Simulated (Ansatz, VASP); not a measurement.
**TiSi2: VASP beside Ansatz**

```
CELL_PARAMETERS angstrom
-1.48263 1.72347 4.23998
1.48263 -1.72347 4.23998
1.48263 1.72347 -4.23998
ATOMIC_POSITIONS crystal
Ti 0.00000 0.00000 0.00000
Si 0.67008 0.67008 0.00000
Si 0.32992 0.32992 0.00000
```

Change from the starting cell: volume scaled by 1.02.

Alike in both runs: task single point; functional LDA; k mesh 12 × 12 × 12; occupations fermi-dirac, width 0.05 eV; no spin polarisation.

```csv
,VASP,Ansatz
version,VASP 6.6.1,Ansatz 0.2.0
potentials or method,"VASP PAW LDA potentials, release 64 (Ti_sv, Si), cutoff 520 eV","all-electron LAPW, scalar-relativistic"
```

Ansatz gave:

- gap on the k mesh at the Fermi level (eV): none
- pressure (GPa): -8.9
- traceless stress, the component that is largest in VASP (GPa): 0.93
- rms of the force components (eV/Å): 0.061

Q: What did VASP give for the same quantities?

A: gap on the k mesh at the Fermi level (eV): none; pressure (GPa): -8.8; traceless stress, the component that is largest in VASP (GPa): 0.92; rms of the force components (eV/Å): 0.059.

LDA's correlation is that of Perdew and Zunger in VASP and of Perdew and Wang (1992) in Ansatz. Atom by atom the forces differ by 0.002 eV/Å (rms over components). A gap of «none» marks a metal or a gap that the smearing closes. Ansatz ran all-electron here, and VASP with PAW potentials.
